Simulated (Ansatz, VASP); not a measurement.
**GaP in VASP and in Ansatz**

The input INCAR:

```
PREC     = Accurate       # precision mode
ENCUT    = 520            # plane-wave cutoff, eV
EDIFF    = 1E-7           # SCF threshold, eV
ISMEAR   = 0              # smearing method
SIGMA    = 0.05           # smearing width, eV
LREAL    = F              # projectors in reciprocal space
LASPH    = T              # aspherical terms in the spheres
NELM     = 100            # most SCF steps
ALGO     = Normal         # electronic algorithm
ISIF     = 2              # what is computed and relaxed
LWAVE    = F              # write WAVECAR
LCHARG   = F              # write CHGCAR
GGA      = PS             # functional
NBANDS   = 16             # bands
```

Contents of KPOINTS:

```
Automatic mesh
0
Gamma
  8 8 8
```

POSCAR

```
GaP
1.0
    0.0000000000      2.6162400000      2.6162400000
    2.6162400000      0.0000000000      2.6162400000
    2.6162400000      2.6162400000      0.0000000000
Ga P
1 1
Direct
    0.0000000000      0.0000000000      0.0000000000
    0.7500000000      0.7500000000      0.7500000000
```

Input for Ansatz:

```yaml
crystal:
  lattice:
    - [0.0, 2.61624, 2.61624]
    - [2.61624, 0.0, 2.61624]
    - [2.61624, 2.61624, 0.0]
  atoms:
    - { symbol: Ga, position: [0.0, 0.0, 0.0] }
    - { symbol: P, position: [0.75, 0.75, 0.75] }
basis:
  ecutwfc: 420
kpoints:
  mp_grid: { grid: [8, 8, 8] }
hamiltonian:
  xc: pbesol
scf:
  occupations: { method: gaussian, width: 0.05 }
output:
  forces: true
  stress: true
  eigenvalues: true
```

Change from the starting cell: strain -0.040 along x and y, -0.040 along z, atoms carried along.

Alike in both runs: task single point; functional PBEsol; k mesh 8 × 8 × 8; occupations gaussian, width 0.05 eV; no spin polarisation.

|  | VASP | Ansatz |
| --- | --- | --- |
| version | VASP 6.6.1 | Ansatz 0.2.0 |
| potentials or method | VASP PAW PBE potentials, release 64 (Ga_d, P), cutoff 520 eV | scalar-relativistic, plane waves, PAW |
| valence electrons in the cell | 18 | 18 |

Ansatz gave:

- gap on the k mesh at the Fermi level (eV): 1.23
- least direct gap on the mesh (eV): 2.77
- pressure (GPa): 12.7

Question: Which values does VASP return?

Answer: gap on the k mesh at the Fermi level (eV): 1.24; least direct gap on the mesh (eV): 2.78; pressure (GPa): 12.5.

VASP's potentials were made for PBE, not for PBEsol.
